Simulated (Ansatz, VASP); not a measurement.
## Two plane-wave programs on S3N2O

Contents of INCAR:

```
PREC = Accurate ; ENCUT = 600
EDIFF = 1E-6 ; ISMEAR = 0
SIGMA = 0.1 ; LREAL = F
LASPH = T ; NELM = 150
ALGO = Normal ; ISIF = 3
LWAVE = F ; LCHARG = F
ISPIN = 2 ; MAGMOM = 0 0 0 0 0 1.97
LORBIT = 11 ; GGA = PE
IBRION = 2 ; NSW = 90
EDIFFG = -0.04
```

The input KPOINTS:

```
regular mesh
0
Gamma
  3 3 6
```

File POSCAR:

```
S3N2O
1.0
    5.8886134092      0.0000000000      0.0000000000
   -2.9443067046      5.0996888053      0.0000000000
    0.0000000000      0.0000000000      3.6847734030
S N O
3 2 1
Direct
    0.5000000000      0.0000000000      0.5000000000
    0.5000000000      0.5000000000      0.5000000000
    0.0000000000      0.5000000000      0.5000000000
    0.3333333333      0.6666666667      0.0000000000
    0.6666666667      0.3333333333      0.0000000000
    0.0000000000      0.0000000000      0.0000000000
```

Input for Ansatz:

```yaml
crystal:
  lattice:
    - [5.8886134092, 0.0, 0.0]
    - [-2.9443067046, 5.0996888053, 0.0]
    - [0.0, 0.0, 3.684773403]
  atoms:
    - { symbol: S, position: [0.5, 0.0, 0.5] }
    - { symbol: S, position: [0.5, 0.5, 0.5] }
    - { symbol: S, position: [0.0, 0.5, 0.5] }
    - { symbol: "N", position: [0.3333333333, 0.6666666667, 0.0] }
    - { symbol: "N", position: [0.6666666667, 0.3333333333, 0.0] }
    - { symbol: O, position: [0.0, 0.0, 0.0], spin: 1.97 }
basis:
  ecutwfc: 420
kpoints:
  mp_grid: { grid: [3, 3, 6] }
hamiltonian:
  xc: pbe
scf:
  occupations: { method: gaussian, width: 0.1 }
  lower_state_search: "off"
output:
  forces: true
  stress: true
  eigenvalues: true
  populations: true
magnetization:
  spin_polarized: true
relax:
  adjacent_minimum: "off"
  f_tol: 0.04
  max_steps: 70
  cell: { stress_tol: 0.4 }
```

Alike in both runs: task relaxation of cell and atoms; functional PBE; k mesh 3 × 3 × 6; occupations gaussian, width 0.1 eV; collinear spin.

|  | VASP | Ansatz |
| --- | --- | --- |
| version | VASP 6.6.1 | Ansatz 0.2.0 |
| potentials or method | VASP PAW PBE potentials, release 64 (S, N, O), cutoff 600 eV | scalar-relativistic, plane waves, PAW |
| valence electrons in the cell | 34 | 34 |

|  | VASP | Ansatz | Ansatz less VASP |
| --- | --- | --- | --- |
| gap on the k mesh at the Fermi level, each at its own relaxed structure (eV) | none | none | - |
| net moment per atom (μB) | 0.27 | 0.27 | +0.002 |
| size of the moment on the site where the two differ most (μB) | 1.25 | 1.51 | +0.266 |
| relaxed volume (Å³/atom) | 12.70 | 12.79 | +0.098 |
| relaxed cell length with the largest relative difference (Å) | 5.606 | 5.626 | +0.0198 |

Site moments also hang on the region over which each program counts them. A gap of «none» marks a metal or a gap that the smearing closes.

The k mesh is coarse, so the values compare programs but aren't converged. Noted on VASP's run: the volume moved by over 15 % at a fixed basis, so the end points are rough.
